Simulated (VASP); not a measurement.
CdS, 2 atoms in the cell. The structure is cubic, space group F-43m (No. 216). The conventional cell has a = 5.878 Å, b = 5.878 Å, c = 5.878 Å, α = 90.00°, β = 90.00°, γ = 90.00°. Cd (site symmetry -43m) has 4 S at 2.55 Å within 3.4 Å. S (site symmetry -43m) has 4 Cd at 2.55 Å within 3.4 Å. 

- Program: VASP 6.6.1
- Task: single point
- Functional: LDA
- Potentials or basis: VASP PAW LDA potentials, release 64 (Cd, S)
- Cutoff: 520 eV
- k mesh: 4 × 4 × 4
- Occupations: gaussian, width 0.01 eV
- Spin: no spin polarisation
- Dipole correction: no
- Further INCAR settings: ALGO = Normal; EDIFF = 1e-06; NBANDS = 16

Potentials or basis: VASP PAW LDA potentials, release 64 (Cd, S).

Command:

```bash
$ cat potpaw_LDA.64/Cd/POTCAR potpaw_LDA.64/S/POTCAR > POTCAR
$ mpirun -np 1 vasp_std > vasp.out
```

Hardware: 1 thread of Intel(R) Xeon(R) 6975P-C (Granite Rapids) (shared host).

Q: Estimate the wall time of this run.

A: Run time: 3 s on 1 thread of Intel(R) Xeon(R) 6975P-C (Granite Rapids) (shared host), peak memory 0.15 GiB. Counts: scf iterations 13, k points 8.
